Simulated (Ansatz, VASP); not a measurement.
Cd2TeSe5 in VASP and in Ansatz

```
CELL_PARAMETERS angstrom
4.20547 0.00000 0.00000
0.00000 4.73814 0.00000
0.00000 0.00000 14.93926
ATOMIC_POSITIONS crystal
Cd 0.00000 0.00000 0.01817
Cd 0.50000 0.50000 0.00042
Te 0.00000 0.00000 0.34879
Se 0.00000 0.50000 0.11525
Se 0.50000 0.00000 0.90433
Se 0.50000 0.00000 0.44478
Se 0.50000 0.50000 0.64238
Se 0.00000 0.50000 0.72587
```

Alike in both runs: functional PBE; k mesh 3 × 3 × 1; occupations gaussian, width 0.15 eV; no spin polarisation.

Ansatz relaxed the structure, and its values are those at the end. VASP's run is a single point on that final structure, the one shown.

|  | VASP | Ansatz |
| --- | --- | --- |
| version | VASP 6.6.1 | Ansatz 0.2.0 |
| potentials or method | VASP PAW PBE potentials, release 64 (Cd, Te, Se), cutoff 500 eV | scalar-relativistic, plane waves, PAW |
| valence electrons in the cell | 60 | 136 |

Ansatz gave:

| Quantity | Value |
| --- | --- |
| gap on the k mesh at the Fermi level (eV) | 0.38 |
| least direct gap on the mesh (eV) | 1.02 |
| pressure (GPa) | 0.0 |
| rms of the force components (eV/Å) | 0.015 |

Problem. Which values does VASP return?

Solution. gap on the k mesh at the Fermi level (eV): 0.38; least direct gap on the mesh (eV): 1.02; pressure (GPa): 0.2; rms of the force components (eV/Å): 0.021.

VASP's potentials hold 60 valence electrons a cell and Ansatz's 136, so a difference there can come from the potentials and not from the codes.

The k mesh is coarse, so the values compare programs but aren't converged. Spin-orbit coupling is off throughout.
